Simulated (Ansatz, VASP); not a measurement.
# One calculation of NiGe, two programs

```
Ni Ge
1.0
     5.31079    0.00000    0.00000
     0.00000    3.44002    0.00000
     0.00000    0.00000    5.73926
Ni Ge
4 4
Direct
  0.99299 0.75000 0.18887
  0.00701 0.25000 0.81113
  0.50701 0.25000 0.68887
  0.49299 0.75000 0.31113
  0.81164 0.75000 0.58840
  0.18836 0.25000 0.41160
  0.68836 0.25000 0.08840
  0.31164 0.75000 0.91160
```

Alike in both runs: task single point; functional PBEsol; k mesh 6 × 10 × 6; occupations gaussian, width 0.15 eV; no spin polarisation.

|  | VASP | Ansatz |
| --- | --- | --- |
| version | VASP 6.6.1 | Ansatz 0.2.0 |
| potentials or method | VASP PAW PBE potentials, release 64 (Ni, Ge_d), cutoff 520 eV | scalar-relativistic, plane waves, PAW |
| valence electrons in the cell | 96 | 128 |

```csv
,VASP,Ansatz,Ansatz less VASP
gap on the k mesh at the Fermi level (eV),none,none,-
pressure (GPa),0.2,0.0,-0.19
"traceless stress, the component that is largest in VASP (GPa)",0.42,0.36,-0.051
rms of the force components (eV/Å),0.007,0.005,-0.0020
```

VASP's potentials were made for PBE, not for PBEsol. Atom by atom the forces differ by 0.003 eV/Å (rms over components). A gap of «none» marks a metal or a gap that the smearing closes. VASP's potentials hold 96 valence electrons a cell and Ansatz's 128, so a difference there can come from the potentials and not from the codes.
